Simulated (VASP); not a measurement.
# BN in VASP: a series of runs

Runs on BN. Level: PBE. Tasks: single point.

Program: VASP 6.6.1. These are calculated values, not measurements. Logs are shortened: lines on timing, memory, paths and dates and some standing lists are left out, and cuts for length are marked.

## Step 1: The cell of the first run

It takes space group F-43m (No. 216, cubic). The conventional cell has a = 3.610 Å, b = 3.610 Å, c = 3.610 Å, α = 90.00°, β = 90.00°, γ = 90.00°. B (site symmetry -43m) has 4 N at 1.56 Å within 2.1 Å. N (site symmetry -43m) has 4 B at 1.56 Å within 2.1 Å.

## Step 2: Single point, PBE

Input file INCAR:

```
ALGO = Normal ; EDIFF = 1E-6
ENCUT = 520 ; GGA = PE
ISIF = 2 ; ISMEAR = 0
LASPH = T ; LCHARG = F
LREAL = F ; LWAVE = F
NBANDS = 11 ; NELM = 80
PREC = Accurate ; SIGMA = 0.01
```

Input file KPOINTS:

```
k-points
0
Gamma
  6 6 6
```

Input file POSCAR:

```
BN
1.0
    0.0000000000      1.8048254650      1.8048254650
    1.8048254650      0.0000000000      1.8048254650
    1.8048254650      1.8048254650      0.0000000000
B N
1 1
Direct
    0.0000000000      0.0000000000      0.0000000000
    0.2500000000      0.2500000000      0.2500000000
```

Potentials or basis: VASP PAW PBE potentials, release 64 (B, N).

Run with:

```bash
cat potpaw_PBE.64/B/POTCAR potpaw_PBE.64/N/POTCAR > POTCAR
mpirun -np 1 vasp_std > vasp.out
```

OUTCAR:

```text
EDIFF = 1E-6
   ENCUT = 520
   GGA = PE
   ISIF = 2
   ISMEAR = 0
   LASPH = T
   LREAL = F
   NELM = 80
   PREC = Accurate

 ion  position               nearest neighbor table
   1  0.000  0.000  0.000-   2 1.56   2 1.56   2 1.56   2 1.56
   2  0.250  0.250  0.250-   1 1.56   1 1.56   1 1.56   1 1.56

  LATTYP: Found a face centered cubic cell.
 ALAT       =     3.6096509300

  Lattice vectors:

 A1 = (   0.0000000000,   1.8048254650,   1.8048254650)
 A2 = (   1.8048254650,   0.0000000000,   1.8048254650)
 A3 = (   1.8048254650,   1.8048254650,   0.0000000000)

Analysis of symmetry for initial positions (statically):
=====================================================================
 Subroutine PRICEL returns:
 Original cell was already a primitive cell.

 Routine SETGRP: Setting up the symmetry group for a
 face centered cubic supercell.

 Subroutine GETGRP returns: Found 24 space group operations
 (whereof 24 operations were pure point group operations)
 out of a pool of 48 trial point group operations.

The static configuration has the point symmetry T_d .

Analysis of symmetry for dynamics (positions and initial velocities):
=====================================================================
 Subroutine PRICEL returns:
 Original cell was already a primitive cell.

 Routine SETGRP: Setting up the symmetry group for a
 face centered cubic supercell.

 Subroutine GETGRP returns: Found 24 space group operations
 (whereof 24 operations were pure point group operations)
 out of a pool of 48 trial point group operations.

The dynamic configuration has the point symmetry T_d .

 Subroutine INISYM returns: Found 24 space group operations
 (whereof 24 operations are pure point group operations),
 and found     1 'primitive' translations

----------------------------------------------------------------------------------------

                                     Primitive cell

  volume of cell :      11.7581

  direct lattice vectors                    reciprocal lattice vectors
     0.000000000  1.804825465  1.804825465    -0.277035098  0.277035098  0.277035098
     1.804825465  0.000000000  1.804825465     0.277035098 -0.277035098  0.277035098
     1.804825465  1.804825465  0.000000000     0.277035098  0.277035098 -0.277035098

  length of vectors
     2.552408650  2.552408650  2.552408650     0.479838866  0.479838866  0.479838866

  position of ions in fractional coordinates (direct lattice)
     0.000000000  0.000000000  0.000000000
     0.250000000  0.250000000  0.250000000

  ion indices of the primitive-cell ions
   primitive index   ion index
                 1           1
                 2           2

----------------------------------------------------------------------------------------

 KPOINTS: k-points

Automatic generation of k-mesh.
 Grid dimensions read from file:
 generate k-points for:    6    6    6

 Generating k-lattice:

  Cartesian coordinates                     Fractional coordinates (reciprocal lattice)
    -0.046172516  0.046172516  0.046172516     0.166666667  0.000000000  0.000000000
     0.046172516 -0.046172516  0.046172516     0.000000000  0.166666667  0.000000000
     0.046172516  0.046172516 -0.046172516     0.000000000  0.000000000  0.166666667

  Length of vectors
     0.079973144  0.079973144  0.079973144

  Shift w.r.t. Gamma in fractional coordinates (k-lattice)
     0.000000000  0.000000000  0.000000000

 Subroutine IBZKPT returns following result:
 ===========================================

 Found     16 irreducible k-points:

 Following reciprocal coordinates:
            Coordinates               Weight
  0.000000  0.000000  0.000000      1.000000
  0.166667  0.000000  0.000000      8.000000
  0.333333  0.000000  0.000000      8.000000
  0.500000  0.000000  0.000000      4.000000
  0.166667  0.166667  0.000000      6.000000
  0.333333  0.166667  0.000000     24.000000
[... 8 lines left out ...]
 -0.333333  0.333333  0.166667     24.000000
 -0.333333  0.500000  0.166667     12.000000
   k-points           NKPTS =     16   k-points in BZ     NKDIM =     16   number of bands    NBANDS=     11
   number of dos      NEDOS =    301   number of ions     NIONS =      2
   total plane-waves  NPLWV =   8000
   dimension x,y,z NGX =    20 NGY =   20 NGZ =   20
   dimension x,y,z NGXF=    40 NGYF=   40 NGZF=   40
   ions per type =               1   1
   NGX,Y,Z   is equivalent  to a cutoff of  13.03, 13.03, 13.03 a.u.
   NGXF,Y,Z  is equivalent  to a cutoff of  26.05, 26.05, 26.05 a.u.
 SYSTEM =  unknown system
   PREC   = accura    normal or accurate (medium, high low for compatibility)
   ISTART =      0    job   : 0-new  1-cont  2-samecut
   ICHARG =      2    charge: 1-file 2-atom 10-const
   ISPIN  =      1    spin polarized calculation?
   LNONCOLLINEAR =      F non collinear calculations
   LSORBIT =      F    spin-orbit coupling
   LASPH  =      T    aspherical Exc in radial PAW
   ENCUT  =  520.0 eV  38.22 Ry    6.18 a.u.   4.75  4.75  4.75*2*pi/ulx,y,z
   NELM   =     80;   NELMIN=  2; NELMDL= -5     # of ELM steps
   EDIFF  = 0.1E-05   stopping-criterion for ELM
   LREAL  =      F    real-space projection
   EDIFFG = 0.1E-04   stopping-criterion for IOM
   NSW    =      0    number of steps for IOM
   IBRION =     -1    ionic relax: 0-MD 1-quasi-New 2-CG
   NFREE  =      0    steps in history (QN), initial steepest desc. (CG)
   ISIF   =      2    stress and relaxation
   ISYM   =      2    0-nonsym 1-usesym 2-fastsym
   POTIM  = 0.5000    time-step for ionic-motion
   TEBEG  =    0.0;   TEEND  =   0.0 temperature during run
   PSTRESS=    0.0 pullay stress
   NELECT =       8.0000    total number of electrons
   NUPDOWN=      -1.0000    fix difference up-down
   EMIN   =  10.00;   EMAX   =-10.00  energy-range for DOS
   EFERMI =   0.00;   METHOD = LEGACY
   ISMEAR =     0;   SIGMA  =   0.01  broadening in eV -4-tet -1-fermi 0-gaus
   EFERMI_NEDOS =   21; number of points for ismear=-14 and -15
   IALGO  =     38    algorithm
   IMIX   =      4    mixing-type and parameters
     AMIX     =   0.40;   BMIX     =  1.00
     AMIX_MAG =   1.60;   BMIX_MAG =  1.00
  volume/ion in A,a.u.               =       5.88        39.67
  Fermi-wavevector in a.u.,A,eV,Ry     =   1.439880  2.720979 28.208337  2.073254
  Thomas-Fermi vector in A             =   2.558686
   LORBIT       =      0    0 simple, 1 ext, 2 COOP (PROOUT), +10 PAW based schemes
   GGA     = PE    functional components
   LHFCALC =     F    Hartree Fock is set to
   AEXX    =    0.0000 exact exchange contribution
   IVDW    =     0    specifies the selected vdW correction
   LEPSILON=     F    determine dielectric tensor
   LRPA    =     F    only Hartree local field effects (RPA)
 non-spin polarized calculation
 Gauss-broadening in eV      SIGMA  =   0.01
  energy-cutoff  :      520.00
  volume of cell :       11.76
 maximum number of plane-waves:       332
   NGX =  9   NGY =  9   NGZ =  9

 number of electron       7.9999999 magnetization

 Free energy of the ion-electron system (eV)
  ---------------------------------------------------
  ext. energy  EPLUGINS =         0.00000000
  ---------------------------------------------------
  free energy    TOTEN  =       -17.44444535 eV

  energy without entropy =      -17.44444535  energy(sigma->0) =      -17.44444535

 E-fermi :   7.5444     XC(G=0): -12.8432

 val. band max:        7.4605868950   @ k =   0.0000   0.0000   0.0000
 cond. band min:      11.9226665317   @ k =   0.5000   0.5000   0.0000
 fundamental gap:      4.4620796367
 Fermi energy:         7.5444187805

 k-point     1 :       0.0000    0.0000    0.0000
  band No.  band energies     occupation
      1     -12.8219      2.00000
      2       7.4606      2.00000
      3       7.4606      2.00000
      4       7.4606      2.00000
      5      16.2994      0.00000
      6      16.2994      0.00000
      7      16.2994      0.00000
      8      17.8817      0.00000
      9      32.2944      0.00000
     10      35.2809      0.00000
     11      35.2809      0.00000

 k-point     2 :       0.1667    0.0000    0.0000
  band No.  band energies     occupation
      1     -12.1494      2.00000
      2       4.4388      2.00000
      3       6.8371      2.00000
      4       6.8371      2.00000
      5      16.8424      0.00000
      6      17.2150      0.00000
      7      17.2150      0.00000
      8      19.7621      0.00000
      9      31.5029      0.00000
     10      31.5029      0.00000
     11      31.5143      0.00000

 k-point     3 :       0.3333    0.0000    0.0000
  band No.  band energies     occupation
      1     -10.2782      2.00000
      2      -0.4342      2.00000
      3       5.8924      2.00000
      4       5.8924      2.00000
      5      17.4209      0.00000
      6      18.1375      0.00000
      7      18.1375      0.00000
      8      22.0483      0.00000
      9      30.7460      0.00000
     10      31.9024      0.00000
     11      31.9024      0.00000

 k-point     4 :       0.5000    0.0000    0.0000
  band No.  band energies     occupation
      1      -8.5831      2.00000
      2      -3.2719      2.00000
      3       5.5116      2.00000
      4       5.5116      2.00000
      5      17.6625      0.00000
      6      18.1890      0.00000
      7      18.1890      0.00000
      8      22.7627      0.00000
      9      30.9787      0.00000
     10      34.3430      0.00000
     11      34.4327      0.00000

 k-point     5 :       0.1667    0.1667    0.0000
  band No.  band energies     occupation
      1     -11.9268      2.00000
      2       5.3912      2.00000
      3       5.7019      2.00000
      4       5.7019      2.00000
      5      15.2358      0.00000
      6      18.8012      0.00000
      7      18.8012      0.00000
      8      19.4359      0.00000
      9      26.7783      0.00000
     10      33.9246      0.00000
     11      36.5504      0.00000
[... 99 lines left out ...]
 k-point    13 :       0.5000    0.5000    0.0000
  band No.  band energies     occupation
      1      -7.2101      2.00000
      2      -1.4851      2.00000
      3       2.5338      2.00000
      4       2.5338      2.00000
      5      11.9227      0.00000
      6      16.7149      0.00000
      7      25.4460      0.00000
      8      25.4460      0.00000
      9      28.3195      0.00000
     10      34.7914      0.00000
     11      41.1763      0.00000

 k-point    14 :       0.5000    0.3333    0.1667
  band No.  band energies     occupation
      1      -8.7837      2.00000
      2      -0.0068      2.00000
      3       1.9998      2.00000
      4       3.9042      2.00000
      5      16.2570      0.00000
      6      19.3817      0.00000
      7      20.6696      0.00000
      8      23.0783      0.00000
      9      27.1914      0.00000
     10      33.1309      0.00000
     11      35.7737      0.00000

 k-point    15 :      -0.3333    0.3333    0.1667
  band No.  band energies     occupation
      1      -7.4370      2.00000
      2      -1.5298      2.00000
      3       1.3801      2.00000
      4       2.9433      2.00000
      5      16.9687      0.00000
      6      19.3085      0.00000
      7      22.4753      0.00000
      8      23.9053      0.00000
      9      25.6119      0.00000
     10      33.2435      0.00000
     11      35.6195      0.00000

 k-point    16 :      -0.3333    0.5000    0.1667
  band No.  band energies     occupation
      1      -6.9792      2.00000
      2      -0.7563      2.00000
      3       1.2408      2.00000
      4       1.2800      2.00000
      5      15.2471      0.00000
      6      19.5123      0.00000
      7      22.5998      0.00000
      8      24.3111      0.00000
      9      27.1006      0.00000
     10      33.4193      0.00000
     11      37.7228      0.00000

------------------------ aborting loop because EDIFF is reached ----------------------------------------

  FORCE on cell =-STRESS in cart. coord.  units (eV):
  Direction    XX          YY          ZZ          XY          YZ          ZX
  --------------------------------------------------------------------------------------
  -------------------------------------------------------------------------------------
  Total        0.3714018      0.3714018      0.3714018     -0.0000000     -0.0000000      0.0000000
  in kB       50.6079805     50.6079805     50.6079805     -0.0000000     -0.0000000      0.0000000
  external PRESSURE =      50.6079805 kB  Pullay stress =       0.0000000 kB

 VOLUME and BASIS-vectors are now :
 -----------------------------------------------------------------------------
  energy-cutoff  :      520.00
  volume of cell :       11.76
      direct lattice vectors                 reciprocal lattice vectors
     0.000000000  1.804825465  1.804825465    -0.277035098  0.277035098  0.277035098
     1.804825465  0.000000000  1.804825465     0.277035098 -0.277035098  0.277035098
     1.804825465  1.804825465  0.000000000     0.277035098  0.277035098 -0.277035098

 POSITION                                       TOTAL-FORCE (eV/Angst)
 -----------------------------------------------------------------------------------
      0.00000      0.00000      0.00000        -0.000000     -0.000000     -0.000000
      0.90241      0.90241      0.90241         0.000000      0.000000      0.000000
 -----------------------------------------------------------------------------------
    total drift:                                0.000000      0.000000      0.000000

  FREE ENERGIE OF THE ION-ELECTRON SYSTEM (eV)
  ---------------------------------------------------
  free  energy   TOTEN  =       -17.4444453510 eV

  energy  without entropy=      -17.4444453510  energy(sigma->0) =      -17.44444535
```

Run time: 3.2 s. Hardware: 1 thread of Intel Xeon Platinum 8259CL at 2.50GHz (Skylake/Cascade Lake), shared host; peak memory 0.11 GiB.

Results:

| Item | Value |
| --- | --- |
| Free energy | -17.4444 eV |
| Pressure | 5.1 GPa |
| Band gap on the k mesh | 4.46 eV, indirect (least direct gap 8.84 eV) |

Levels at points of the mesh, in eV from the valence-band top:
| k point | band 2 | band 3 | band 4 | band 5 | band 6 | band 7 |
| --- | --- | --- | --- | --- | --- | --- |
| (0.00, 0.00, 0.00) | 0.00 | 0.00 | 0.00 | 8.84 | 8.84 | 8.84 |
| (0.50, 0.00, 0.00) | -10.73 | -1.95 | -1.95 | 10.20 | 10.73 | 10.73 |
| (0.50, 0.50, 0.00) | -8.95 | -4.93 | -4.93 | 4.46 | 9.25 | 17.99 |

Caveat: the k points lie up to 0.50 Å⁻¹ apart. Expect the measured gap to be larger: semilocal functionals such as PBE lack the derivative discontinuity.

## Step 3: Single point, PBE (epitaxial 111 strain -4.0%)

Input file INCAR:

```
  PREC = Accurate
  ENCUT = 520
  EDIFF = 1E-6
  ISMEAR = 0
  SIGMA = 0.01
  LREAL = F
  LASPH = T
  NELM = 60
  ALGO = Normal
  ISIF = 2
  LWAVE = F
  LCHARG = F
  GGA = PE
  NBANDS = 11
```

Input file KPOINTS:

```
regular mesh
0
Gamma
  6 6 6
```

Input file POSCAR:

```
BN
1.0
    0.0558742404      1.7885066868      1.7885066868
    1.7885066868      0.0558742404      1.7885066868
    1.7885066868      1.7885066868      0.0558742404
B N
1 1
Direct
    0.0004442732      0.0004442732      0.0004442732
    0.2495557268      0.2495557268      0.2495557268
```

Potentials or basis: VASP PAW PBE potentials, release 64 (B, N).

Run with:

```bash
cat potpaw_PBE.64/B/POTCAR potpaw_PBE.64/N/POTCAR > POTCAR
mpirun -np 1 vasp_std > vasp.out
```

OUTCAR:

```text
PREC = Accurate
   ENCUT = 520
   EDIFF = 1E-6
   ISMEAR = 0
   LREAL = F
   LASPH = T
   NELM = 60
   ISIF = 2
   GGA = PE

 ion  position               nearest neighbor table
   1  0.000  0.000  0.000-   2 1.51   2 1.51   2 1.51   2 1.57
   2  0.250  0.250  0.250-   1 1.51   1 1.51   1 1.51   1 1.57

  LATTYP: Found a trigonal (rhomboedric) cell.
 ALAT       =     2.5299474833
 COS(alpha) =     0.5309816077

  Lattice vectors:

 A1 = (   0.0558742404,   1.7885066868,   1.7885066868)
[... 521 lines left out ...]

------------------------ aborting loop because EDIFF is reached ----------------------------------------

  FORCE on cell =-STRESS in cart. coord.  units (eV):
  Direction    XX          YY          ZZ          XY          YZ          ZX
  --------------------------------------------------------------------------------------
  -------------------------------------------------------------------------------------
  Total        2.7122566      2.7122566      2.7122566     -1.1598404     -1.1598404     -1.1598404
  in kB      398.4524492    398.4524492    398.4524492   -170.3899494   -170.3899494   -170.3899494
  external PRESSURE =     398.4524492 kB  Pullay stress =       0.0000000 kB

 VOLUME and BASIS-vectors are now :
 -----------------------------------------------------------------------------
  energy-cutoff  :      520.00
  volume of cell :       10.91
      direct lattice vectors                 reciprocal lattice vectors
     0.055874240  1.788506687  1.788506687    -0.293016595  0.284139860  0.284139860
     1.788506687  0.055874240  1.788506687     0.284139860 -0.293016595  0.284139860
     1.788506687  1.788506687  0.055874240     0.284139860  0.284139860 -0.293016595

 POSITION                                       TOTAL-FORCE (eV/Angst)
 -----------------------------------------------------------------------------------
      0.00161      0.00161      0.00161         0.041426      0.041426      0.041426
      0.90661      0.90661      0.90661        -0.041426     -0.041426     -0.041426
 -----------------------------------------------------------------------------------
    total drift:                               -0.000021     -0.000021     -0.000021

  FREE ENERGIE OF THE ION-ELECTRON SYSTEM (eV)
  ---------------------------------------------------
  free  energy   TOTEN  =       -17.2765297907 eV

  energy  without entropy=      -17.2765297907  energy(sigma->0) =      -17.27652979
```

OSZICAR:

```text
N       E                     dE             d eps       ncg     rms          rms(c)
DAV:   1     0.129021667249E+02    0.12902E+02   -0.50461E+03   712   0.723E+02
DAV:   2    -0.177989743393E+02   -0.30701E+02   -0.29373E+02   860   0.171E+02
DAV:   3    -0.183904266700E+02   -0.59145E+00   -0.59056E+00   812   0.200E+01
DAV:   4    -0.183910225717E+02   -0.59590E-03   -0.59589E-03   764   0.736E-01
DAV:   5    -0.183910230521E+02   -0.48036E-06   -0.48038E-06   806   0.204E-02    0.722E+00
DAV:   6    -0.173951277894E+02    0.99590E+00   -0.28718E+00   740   0.102E+01    0.358E+00
DAV:   7    -0.172929644797E+02    0.10216E+00   -0.14920E-01   809   0.310E+00    0.204E+00
DAV:   8    -0.172762142837E+02    0.16750E-01   -0.39649E-02   812   0.148E+00    0.242E-01
DAV:   9    -0.172764476425E+02   -0.23336E-03   -0.90621E-04   749   0.275E-01    0.934E-02
DAV:  10    -0.172765249822E+02   -0.77340E-04   -0.11701E-04   758   0.925E-02    0.162E-02
DAV:  11    -0.172765296480E+02   -0.46658E-05   -0.75005E-06   837   0.234E-02    0.101E-02
DAV:  12    -0.172765297907E+02   -0.14266E-06   -0.10688E-06   427   0.766E-03
   1 F= -.17276530E+02 E0= -.17276530E+02  d E =-.194626E-26
```

Run time: 5.5 s. Hardware: 1 thread of Intel Xeon Platinum 8259CL at 2.50GHz (Skylake/Cascade Lake), shared host; peak memory 0.12 GiB.

Results:

```
Free energy            : -17.2765 eV
Pressure               : 39.8 GPa
Largest force          : 0.072 eV/Å
Band gap on the k mesh : 4.35 eV, indirect (least direct gap 7.88 eV)
```

Forces in eV/Å, atoms in the order of the input:
```
B    0.041  0.041  0.041
N   -0.041 -0.041 -0.041
```

Levels at points of the mesh, in eV from the valence-band top:
| k point | band 2 | band 3 | band 4 | band 5 | band 6 | band 7 |
| --- | --- | --- | --- | --- | --- | --- |
| (0.00, 0.00, 0.00) | -0.38 | 0.00 | 0.00 | 7.88 | 9.51 | 9.51 |
| (0.50, 0.00, 0.00) | -11.52 | -2.37 | -2.32 | 10.06 | 11.20 | 11.31 |
| (0.50, 0.50, 0.00) | -9.58 | -5.73 | -5.10 | 4.35 | 9.65 | 18.78 |
| (0.50, 0.50, 0.50) | -11.71 | -1.81 | -1.81 | 11.42 | 11.42 | 12.02 |

Caveat: the k points lie up to 0.52 Å⁻¹ apart; the cell differs from its parent crystal (epitaxial 111 strain -4.0%). A k mesh can miss the band edges.

(Continued in part 2 of 2.)
